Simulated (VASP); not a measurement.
# TaN (P-6m2) in VASP: notebook

The runs below take TaN through single point, with PBEsol.

Program: VASP 6.6.1. These are calculated values, not measurements. Logs are shortened: lines on timing, memory, paths and dates and some standing lists are left out, and cuts for length are marked.

## Step 1: The cell of the first run

It takes space group P-6m2 (No. 187, hexagonal). Conventional cell: a = 2.885 Å, b = 2.885 Å, c = 2.948 Å, α = 90.00°, β = 90.00°, γ = 120.00°. Within 2.9 Å of Ta (site symmetry -6m2) lie 6 N at 2.22 Å and 6 Ta at 2.89 Å. N (site symmetry -6m2) has 6 Ta at 2.22 Å and 6 N at 2.89 Å within 2.9 Å.

## Step 2: Single point, PBEsol (volume 10.628 Å^3 an atom, c/a of the conventional cell 1.0219)

The input, INCAR:

```
PREC = Accurate
ENCUT = 520
EDIFF = 1E-6
ISMEAR = 0
SIGMA = 0.15
LREAL = False
LASPH = True
NELM = 100
ALGO = Normal
ISIF = 2
LWAVE = False
LCHARG = False
GGA = PS
NBANDS = 15
```

The input, KPOINTS:

```
Automatic mesh
0
Gamma
  21 21 18
```

The input, POSCAR:

```
TaN
1.0
    2.8852514045      0.0000000000      0.0000000000
   -1.4426257022      2.4987010126      0.0000000000
    0.0000000000      0.0000000000      2.9484384103
Ta N
1 1
Direct
    0.3333333333      0.6666666667      0.5000000000
    0.0000000000      0.0000000000      0.0000000000
```

Potentials or basis: VASP PAW PBE potentials, release 64 (Ta_pv, N).

Started as:

```bash
> cat potpaw_PBE.64/Ta_pv/POTCAR potpaw_PBE.64/N/POTCAR > POTCAR
> mpirun -np 1 vasp_std > vasp.out
```

OUTCAR:

```text
PREC = Accurate
   ENCUT = 520
   EDIFF = 1E-6
   ISMEAR = 0
   LREAL = False
   LASPH = True
   NELM = 100
   ISIF = 2
   GGA = PS

 ion  position               nearest neighbor table
   1  0.333  0.667  0.500-   2 2.22   2 2.22   2 2.22   2 2.22   2 2.22   2 2.22
   2  0.000  0.000  0.000-   1 2.22   1 2.22   1 2.22   1 2.22   1 2.22   1 2.22

  LATTYP: Found a hexagonal cell.
 ALAT       =     2.8852514045
 C/A-ratio  =     1.0219000000

  Lattice vectors:

 A1 = (   2.8852514045,   0.0000000000,   0.0000000000)
 A2 = (  -1.4426257022,   2.4987010126,   0.0000000000)
 A3 = (   0.0000000000,   0.0000000000,   2.9484384103)

Analysis of symmetry for initial positions (statically):
=====================================================================
 Subroutine PRICEL returns:
 Original cell was already a primitive cell.

 Routine SETGRP: Setting up the symmetry group for a
 hexagonal supercell.

 Subroutine GETGRP returns: Found 12 space group operations
 (whereof 12 operations were pure point group operations)
 out of a pool of 24 trial point group operations.

The static configuration has the point symmetry D_3h.

Analysis of symmetry for dynamics (positions and initial velocities):
=====================================================================
 Subroutine PRICEL returns:
 Original cell was already a primitive cell.

 Routine SETGRP: Setting up the symmetry group for a
 hexagonal supercell.

 Subroutine GETGRP returns: Found 12 space group operations
 (whereof 12 operations were pure point group operations)
 out of a pool of 24 trial point group operations.

The dynamic configuration has the point symmetry D_3h.

 Subroutine INISYM returns: Found 12 space group operations
 (whereof 12 operations are pure point group operations),
 and found     1 'primitive' translations

----------------------------------------------------------------------------------------

                                     Primitive cell

  volume of cell :      21.2564

  direct lattice vectors                    reciprocal lattice vectors
     2.885251404  0.000000000  0.000000000     0.346590248  0.200103973  0.000000000
    -1.442625702  2.498701013  0.000000000     0.000000000  0.400207946  0.000000000
     0.000000000  0.000000000  2.948438410     0.000000000  0.000000000  0.339162587

  length of vectors
     2.885251404  2.885251404  2.948438410     0.400207946  0.400207946  0.339162587

  position of ions in fractional coordinates (direct lattice)
     0.333333333  0.666666667  0.500000000
     0.000000000  0.000000000  0.000000000

  ion indices of the primitive-cell ions
   primitive index   ion index
                 1           1
                 2           2

----------------------------------------------------------------------------------------

 KPOINTS: Automatic mesh

Automatic generation of k-mesh.
 Grid dimensions read from file:
 generate k-points for:   21   21   18

 Generating k-lattice:

  Cartesian coordinates                     Fractional coordinates (reciprocal lattice)
     0.016504298  0.009528761  0.000000000     0.047619048  0.000000000  0.000000000
     0.000000000  0.019057521  0.000000000     0.000000000  0.047619048  0.000000000
     0.000000000  0.000000000  0.018842366     0.000000000  0.000000000  0.055555556

  Length of vectors
     0.019057521  0.019057521  0.018842366

  Shift w.r.t. Gamma in fractional coordinates (k-lattice)
     0.000000000  0.000000000  0.000000000

 Subroutine IBZKPT returns following result:
 ===========================================

 Found    480 irreducible k-points:

 Following reciprocal coordinates:
            Coordinates               Weight
  0.000000  0.000000  0.000000      1.000000
  0.047619 -0.000000  0.000000      6.000000
  0.095238 -0.000000  0.000000      6.000000
  0.142857  0.000000  0.000000      6.000000
  0.190476 -0.000000  0.000000      6.000000
  0.238095 -0.000000  0.000000      6.000000
[... 16 lines left out ...]
  0.142857  0.095238  0.000000     12.000000
  0.190476  0.095238  0.000000     12.000000
 [... further k-points ...]
   k-points           NKPTS =    480   k-points in BZ     NKDIM =    480   number of bands    NBANDS=     15
   number of dos      NEDOS =    301   number of ions     NIONS =      2
   total plane-waves  NPLWV =  13824
   dimension x,y,z NGX =    24 NGY =   24 NGZ =   24
   dimension x,y,z NGXF=    48 NGYF=   48 NGZF=   48
   ions per type =               1   1
   NGX,Y,Z   is equivalent  to a cutoff of  13.83, 13.83, 13.53 a.u.
   NGXF,Y,Z  is equivalent  to a cutoff of  27.66, 27.66, 27.06 a.u.
 SYSTEM =  unknown system
   PREC   = accura    normal or accurate (medium, high low for compatibility)
   ISTART =      0    job   : 0-new  1-cont  2-samecut
   ICHARG =      2    charge: 1-file 2-atom 10-const
   ISPIN  =      1    spin polarized calculation?
   LNONCOLLINEAR =      F non collinear calculations
   LSORBIT =      F    spin-orbit coupling
   LASPH  =      T    aspherical Exc in radial PAW
   ENCUT  =  520.0 eV  38.22 Ry    6.18 a.u.   5.36  5.36  5.48*2*pi/ulx,y,z
   NELM   =    100;   NELMIN=  2; NELMDL= -5     # of ELM steps
   EDIFF  = 0.1E-05   stopping-criterion for ELM
   LREAL  =      F    real-space projection
   EDIFFG = 0.1E-04   stopping-criterion for IOM
   NSW    =      0    number of steps for IOM
   IBRION =     -1    ionic relax: 0-MD 1-quasi-New 2-CG
   NFREE  =      0    steps in history (QN), initial steepest desc. (CG)
   ISIF   =      2    stress and relaxation
   ISYM   =      2    0-nonsym 1-usesym 2-fastsym
   POTIM  = 0.5000    time-step for ionic-motion
   TEBEG  =    0.0;   TEEND  =   0.0 temperature during run
   PSTRESS=    0.0 pullay stress
   NELECT =      16.0000    total number of electrons
   NUPDOWN=      -1.0000    fix difference up-down
   EMIN   =  10.00;   EMAX   =-10.00  energy-range for DOS
   EFERMI =   0.00;   METHOD = LEGACY
   ISMEAR =     0;   SIGMA  =   0.15  broadening in eV -4-tet -1-fermi 0-gaus
   EFERMI_NEDOS =   21; number of points for ismear=-14 and -15
   IALGO  =     38    algorithm
   IMIX   =      4    mixing-type and parameters
     AMIX     =   0.40;   BMIX     =  1.00
     AMIX_MAG =   1.60;   BMIX_MAG =  1.00
  volume/ion in A,a.u.               =      10.63        71.72
  Fermi-wavevector in a.u.,A,eV,Ry     =   1.489195  2.814170 30.173653  2.217701
  Thomas-Fermi vector in A             =   2.602134
   LORBIT       =      0    0 simple, 1 ext, 2 COOP (PROOUT), +10 PAW based schemes
   GGA     = PS    functional components
   LHFCALC =     F    Hartree Fock is set to
   AEXX    =    0.0000 exact exchange contribution
   IVDW    =     0    specifies the selected vdW correction
   LEPSILON=     F    determine dielectric tensor
   LRPA    =     F    only Hartree local field effects (RPA)
 non-spin polarized calculation
 Gauss-broadening in eV      SIGMA  =   0.15
  energy-cutoff  :      520.00
  volume of cell :       21.26
 maximum number of plane-waves:       591
 NGX is ok and might be reduce to    24
   NGX = 11   NGY = 11   NGZ = 11

 number of electron      15.9999999 magnetization

 Free energy of the ion-electron system (eV)
  ---------------------------------------------------
  ext. energy  EPLUGINS =         0.00000000
  ---------------------------------------------------
  free energy    TOTEN  =       -23.76045006 eV

  energy without entropy =      -23.75973962  energy(sigma->0) =      -23.76009484

 E-fermi :   8.1802     XC(G=0): -13.5869

 val. band max:        8.1725547596   @ k =   0.3333   0.2857   0.0000
 cond. band min:       8.1883175360   @ k =   0.0476  -0.0000   0.4444
 fundamental gap:      0.0157627764
 Fermi energy:         8.1802077216

 k-point     1 :       0.0000    0.0000    0.0000
  band No.  band energies     occupation
      1     -26.6232      2.00000
      2     -26.1976      2.00000
      3     -26.1976      2.00000
      4      -9.5611      2.00000
      5       3.8006      2.00000
      6       3.9376      2.00000
      7       3.9376      2.00000
      8       5.0688      2.00000
      9      10.9047      0.00000
     10      11.6557      0.00000
     11      11.6557      0.00000
     12      12.2198      0.00000
     13      12.2198      0.00000
     14      21.2801      0.00000
     15      21.6881      0.00000

 k-point     2 :       0.0476   -0.0000    0.0000
  band No.  band energies     occupation
      1     -26.6193      2.00000
      2     -26.2270      2.00000
      3     -26.2038      2.00000
      4      -9.5105      2.00000
      5       3.7304      2.00000
      6       3.9277      2.00000
      7       3.9754      2.00000
      8       4.9936      2.00000
      9      11.0753      0.00000
     10      11.5579      0.00000
     11      11.6666      0.00000
     12      12.1916      0.00000
     13      12.2870      0.00000
     14      21.2896      0.00000
     15      21.6876      0.00000

 k-point     3 :       0.0952   -0.0000    0.0000
  band No.  band energies     occupation
      1     -26.6080      2.00000
      2     -26.3119      2.00000
      3     -26.2218      2.00000
      4      -9.3625      2.00000
      5       3.3509      2.00000
      6       4.0841      2.00000
      7       4.1091      2.00000
      8       4.7840      2.00000
      9      11.1696      0.00000
     10      11.6579      0.00000
     11      11.7055      0.00000
     12      12.1105      0.00000
     13      12.4670      0.00000
     14      21.3062      0.00000
     15      21.6842      0.00000

 k-point     4 :       0.1429    0.0000    0.0000
  band No.  band energies     occupation
      1     -26.5902      2.00000
      2     -26.4426      2.00000
      3     -26.2500      2.00000
      4      -9.1291      2.00000
      5       2.8156      2.00000
      6       4.2496      2.00000
      7       4.4043      2.00000
      8       4.4793      2.00000
      9      10.7896      0.00000
     10      11.7883      0.00000
     11      11.9863      0.00000
     12      12.3154      0.00000
     13      12.7069      0.00000
     14      21.3228      0.00000
     15      21.6779      0.00000
[... 307 lines left out ...]
 k-point    22 :       0.0952    0.0952    0.0000
  band No.  band energies     occupation
      1     -26.5801      2.00000
      2     -26.5077      2.00000
      3     -26.2737      2.00000
      4      -8.9957      2.00000
      5       2.5717      2.00000
      6       4.2958      2.00000
      7       4.3213      2.00000
      8       4.5747      2.00000
      9      10.5638      0.00000
     10      11.8221      0.00000
     11      11.8805      0.00000
     12      12.6681      0.00000
     13      12.9232      0.00000
     14      21.3476      0.00000
     15      21.6788      0.00000

 k-point    23 :       0.1429    0.0952    0.0000
  band No.  band energies     occupation
      1     -26.6532      2.00000
      2     -26.5584      2.00000
      3     -26.3163      2.00000
      4      -8.7052      2.00000
      5       2.0662      2.00000
      6       4.0012      2.00000
      7       4.4347      2.00000
      8       4.9015      2.00000
      9      10.1854      0.00000
     10      11.5815      0.00000
     11      12.1086      0.00000
     12      13.2326      0.00000
     13      13.3389      0.00000
     14      21.4123      0.00000
     15      21.6878      0.00000

 k-point    24 :       0.1905    0.0952    0.0000
  band No.  band energies     occupation
      1     -26.8126      2.00000
      2     -26.5337      2.00000
      3     -26.3645      2.00000
      4      -8.3707      2.00000
      5       1.5613      2.00000
      6       3.6718      2.00000
      7       4.5319      2.00000
      8       5.2376      2.00000
      9       9.9195      0.00000
     10      11.3165      0.00000
     11      12.4468      0.00000
     12      13.5180      0.00000
     13      13.9900      0.00000
     14      21.5110      0.00000
     15      21.7421      0.00000

 [... further k-points ...]
[... 5 lines left out ...]
  --------------------------------------------------------------------------------------
  -------------------------------------------------------------------------------------
  Total        1.1426605      1.1426605     -2.2653669      0.0000000      0.0000000      0.0000000
  in kB       86.1266980     86.1266980   -170.7493703      0.0000000      0.0000000      0.0000000
  external PRESSURE =       0.5013419 kB  Pullay stress =       0.0000000 kB

 VOLUME and BASIS-vectors are now :
 -----------------------------------------------------------------------------
  energy-cutoff  :      520.00
  volume of cell :       21.26
      direct lattice vectors                 reciprocal lattice vectors
     2.885251404  0.000000000  0.000000000     0.346590248  0.200103973  0.000000000
    -1.442625702  2.498701013  0.000000000     0.000000000  0.400207946  0.000000000
     0.000000000  0.000000000  2.948438410     0.000000000  0.000000000  0.339162587

 POSITION                                       TOTAL-FORCE (eV/Angst)
 -----------------------------------------------------------------------------------
     -0.00000      1.66580      1.47422         0.000000     -0.000000      0.000000
      0.00000      0.00000      0.00000        -0.000000      0.000000      0.000000
 -----------------------------------------------------------------------------------
    total drift:                                0.000000     -0.000000     -0.000000

  FREE ENERGIE OF THE ION-ELECTRON SYSTEM (eV)
  ---------------------------------------------------
  free  energy   TOTEN  =       -23.7604500575 eV

  energy  without entropy=      -23.7597396201  energy(sigma->0) =      -23.76009484
```

Wall time 59 s (1 thread of Intel Xeon Platinum 8488C (Sapphire Rapids), shared host); peak memory 0.27 GiB.

What came out:

| Quantity | Value |
| --- | --- |
| Free energy | -23.7605 eV |
| Pressure | 0.1 GPa |
| Band gap on the k mesh | zero (band 8 reaches 8.47 eV, above the bottom of band 9 at 8.07 eV) |

Caveat: the PAW data sets were made with another functional, which shifts forces and pressure a little; spin-orbit coupling is left out, which moves the levels of the heavy elements.

(Part 1 of 2 ends here.)
